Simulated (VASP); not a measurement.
# SrCl2 (I4/mmm) in VASP: further runs

Runs on SrCl2. Level: PBE. Tasks: single point.

Program: VASP 6.6.1. These are calculated values, not measurements. Logs are shortened: lines on timing, memory, paths and dates and some standing lists are left out, and cuts for length are marked.

**1. The cell of the first run**

Symmetry: I4/mmm, No. 139, tetragonal system. The conventional cell has a = 4.929 Å, b = 4.929 Å, c = 7.006 Å, α = 90.00°, β = 90.00°, γ = 90.00°. Sr (site symmetry 4/mmm) has 8 Cl at 3.02 Å within 4.0 Å. Within 4.0 Å of Cl (site symmetry -4m2) lie 4 Sr at 3.02 Å and 6 Cl at 3.49 to 3.50 Å.

**2. Single point, PBE (strain +0.0050 x Voigt [0, 1, 0, 0, 0, 0])**

INCAR reads:

```
SYSTEM = SrCl2
PREC = Accurate ; ENCUT = 520
EDIFF = 1E-7 ; ISMEAR = 0
SIGMA = 0.05 ; LREAL = .FALSE.
LASPH = .TRUE. ; NELM = 80
ALGO = Normal ; ISIF = 2
LWAVE = .FALSE. ; LCHARG = .FALSE.
GGA = PE ; NBANDS = 19
```

KPOINTS reads:

```
regular mesh
0
G
  6 6 6
  0 0 0
```

POSCAR reads:

```
SrCl2
1.0
    0.0000000000      3.5029275000      3.4855000000
    3.4855000000      0.0000000000      3.4855000000
    3.4855000000      3.5029275000      0.0000000000
Sr Cl
1 2
Direct
    0.0000000000      0.0000000000      0.0000000000
    0.2500000000      0.2500000000      0.2500000000
    0.7500000000      0.7500000000      0.7500000000
```

Potentials or basis: VASP PAW PBE potentials, release 64 (Sr_sv, Cl).

Launch:

```
> cat potpaw_PBE.64/Sr_sv/POTCAR potpaw_PBE.64/Cl/POTCAR > POTCAR
> mpirun -np 1 vasp_std > vasp.out
```

OUTCAR:

```text
SYSTEM = SrCl2
   PREC = Accurate
   ENCUT = 520
   EDIFF = 1E-7
   ISMEAR = 0
   LREAL = .FALSE.
   LASPH = .TRUE.
   NELM = 80
   ISIF = 2
   GGA = PE

 ion  position               nearest neighbor table
   1  0.000  0.000  0.000-   3 3.02   3 3.02   3 3.02   2 3.02   3 3.02   2 3.02   2 3.02   2 3.02

   2  0.250  0.250  0.250-   1 3.02   1 3.02   1 3.02   1 3.02
   3  0.750  0.750  0.750-   1 3.02   1 3.02   1 3.02   1 3.02

  LATTYP: Found a body centered tetragonal cell.
 ALAT       =     4.9292413717
 C/A-ratio  =     1.4212846302

  Lattice vectors:

 A1 = (   0.0000000000,  -3.5029275000,   3.4855000000)
 A2 = (   0.0000000000,  -3.5029275000,  -3.4855000000)
 A3 = (   3.4855000000,   3.5029275000,   0.0000000000)

Analysis of symmetry for initial positions (statically):
=====================================================================
 Subroutine PRICEL returns:
 Original cell was already a primitive cell.

 Routine SETGRP: Setting up the symmetry group for a
 body centered tetragonal supercell.

 Subroutine GETGRP returns: Found 16 space group operations
 (whereof 16 operations were pure point group operations)
 out of a pool of 16 trial point group operations.

The static configuration has the point symmetry D_4h.

Analysis of symmetry for dynamics (positions and initial velocities):
=====================================================================
 Subroutine PRICEL returns:
 Original cell was already a primitive cell.

 Routine SETGRP: Setting up the symmetry group for a
 body centered tetragonal supercell.

 Subroutine GETGRP returns: Found 16 space group operations
 (whereof 16 operations were pure point group operations)
 out of a pool of 16 trial point group operations.

The dynamic configuration has the point symmetry D_4h.

 Subroutine INISYM returns: Found 16 space group operations
 (whereof 16 operations are pure point group operations),
 and found     1 'primitive' translations

----------------------------------------------------------------------------------------

                                     Primitive cell

  volume of cell :      85.1121

  direct lattice vectors                    reciprocal lattice vectors
     0.000000000  3.502927500  3.485500000    -0.143451442  0.142737753  0.143451442
     3.485500000  0.000000000  3.485500000     0.143451442 -0.142737753  0.143451442
     3.485500000  3.502927500  0.000000000     0.143451442  0.142737753 -0.143451442

[... 79 lines left out ...]
   ISPIN  =      1    spin polarized calculation?
   LNONCOLLINEAR =      F non collinear calculations
   LSORBIT =      F    spin-orbit coupling
   LASPH  =      T    aspherical Exc in radial PAW
   ENCUT  =  520.0 eV  38.22 Ry    6.18 a.u.   9.19  9.17  9.19*2*pi/ulx,y,z
   NELM   =     80;   NELMIN=  2; NELMDL= -5     # of ELM steps
   EDIFF  = 0.1E-06   stopping-criterion for ELM
   LREAL  =      F    real-space projection
   EDIFFG = 0.1E-05   stopping-criterion for IOM
   NSW    =      0    number of steps for IOM
   IBRION =     -1    ionic relax: 0-MD 1-quasi-New 2-CG
   NFREE  =      0    steps in history (QN), initial steepest desc. (CG)
   ISIF   =      2    stress and relaxation
   ISYM   =      2    0-nonsym 1-usesym 2-fastsym
   POTIM  = 0.5000    time-step for ionic-motion
   TEBEG  =    0.0;   TEEND  =   0.0 temperature during run
   PSTRESS=    0.0 pullay stress
   NELECT =      24.0000    total number of electrons
   NUPDOWN=      -1.0000    fix difference up-down
   EMIN   =  10.00;   EMAX   =-10.00  energy-range for DOS
   EFERMI =   0.00;   METHOD = LEGACY
   ISMEAR =     0;   SIGMA  =   0.05  broadening in eV -4-tet -1-fermi 0-gaus
   EFERMI_NEDOS =   21; number of points for ismear=-14 and -15
   IALGO  =     38    algorithm
   IMIX   =      4    mixing-type and parameters
     AMIX     =   0.40;   BMIX     =  1.00
     AMIX_MAG =   1.60;   BMIX_MAG =  1.00
  volume/ion in A,a.u.               =      28.37       191.45
  Fermi-wavevector in a.u.,A,eV,Ry     =   1.073532  2.028680 15.680306  1.152470
  Thomas-Fermi vector in A             =   2.209334
   LORBIT       =      0    0 simple, 1 ext, 2 COOP (PROOUT), +10 PAW based schemes
   GGA     = PE    functional components
   LHFCALC =     F    Hartree Fock is set to
   AEXX    =    0.0000 exact exchange contribution
   IVDW    =     0    specifies the selected vdW correction
   LEPSILON=     F    determine dielectric tensor
   LRPA    =     F    only Hartree local field effects (RPA)
 non-spin polarized calculation
 Gauss-broadening in eV      SIGMA  =   0.05
  energy-cutoff  :      520.00
  volume of cell :       85.11
 maximum number of plane-waves:      2303
 NGX is ok and might be reduce to    40
   NGX = 19   NGY = 19   NGZ = 19

 number of electron      24.0000003 magnetization

 Free energy of the ion-electron system (eV)
  ---------------------------------------------------
  ext. energy  EPLUGINS =         0.00000000
  ---------------------------------------------------
  free energy    TOTEN  =       -12.78355884 eV

  energy without entropy =      -12.78355884  energy(sigma->0) =      -12.78355884

 E-fermi :   0.4784     XC(G=0):  -8.2720

 val. band max:        0.1461747397   @ k =   0.5000   0.5000   0.0000
 cond. band min:       5.4635696016   @ k =   0.0000   0.0000   0.0000
 fundamental gap:      5.3173948619
 Fermi energy:         0.4784044235

 k-point     1 :       0.0000    0.0000    0.0000
  band No.  band energies     occupation
      1     -32.7594      2.00000
      2     -14.7504      2.00000
      3     -14.7504      2.00000
      4     -14.7490      2.00000
      5     -13.1614      2.00000
      6     -12.3164      2.00000
[... 505 lines left out ...]
      6     -12.4540      2.00000
[... 11 lines left out ...]
     18       9.6781      0.00000
     19      10.1295      0.00000

 [... further k-points ...]
[... 5 lines left out ...]
  --------------------------------------------------------------------------------------
  -------------------------------------------------------------------------------------
  Total        0.5651556      0.4296772      0.5651556      0.0000000      0.0000000      0.0000000
  in kB       10.6386695      8.0883797     10.6386695      0.0000000      0.0000000      0.0000000
  external PRESSURE =       9.7885729 kB  Pullay stress =       0.0000000 kB

 VOLUME and BASIS-vectors are now :
 -----------------------------------------------------------------------------
  energy-cutoff  :      520.00
  volume of cell :       85.11
      direct lattice vectors                 reciprocal lattice vectors
     0.000000000  3.502927500  3.485500000    -0.143451442  0.142737753  0.143451442
     3.485500000  0.000000000  3.485500000     0.143451442 -0.142737753  0.143451442
     3.485500000  3.502927500  0.000000000     0.143451442  0.142737753 -0.143451442

 POSITION                                       TOTAL-FORCE (eV/Angst)
 -----------------------------------------------------------------------------------
      0.00000      0.00000      0.00000        -0.000000     -0.000000     -0.000000
      1.74275      1.75146      1.74275         0.000000      0.000000      0.000000
      5.22825      5.25439      5.22825        -0.000000     -0.000000     -0.000000
 -----------------------------------------------------------------------------------
    total drift:                               -0.000000     -0.000000      0.000000

  FREE ENERGIE OF THE ION-ELECTRON SYSTEM (eV)
  ---------------------------------------------------
  free  energy   TOTEN  =       -12.7835588359 eV

  energy  without entropy=      -12.7835588359  energy(sigma->0) =      -12.78355884
```

stdout:

```text
POSCAR found type information on POSCAR SrCl
 POSCAR found :  2 types and       3 ions
 scaLAPACK will be used
 LDA part: xc-table for (Slater+PW92), standard interpolation
 POSCAR, INCAR and KPOINTS ok, starting setup
 FFT: planning ... GRIDC
 FFT: planning ... GRID_SOFT
 FFT: planning ... GRID
 WAVECAR not read
 entering main loop
```

Run time: 80 s. Hardware: 1 thread of Intel Xeon 8259CL, shared host; peak memory 0.25 GiB.

What came out:

```
Free energy            : -12.7836 eV
Pressure               : 1.0 GPa
Band gap on the k mesh : 5.32 eV (least direct gap 5.50 eV)
```

Caveat: the cell differs from its parent crystal (strain +0.0050 x Voigt [0, 1, 0, 0, 0, 0]). A k mesh can miss the band edges.

(Continued in part 2 of 2.)
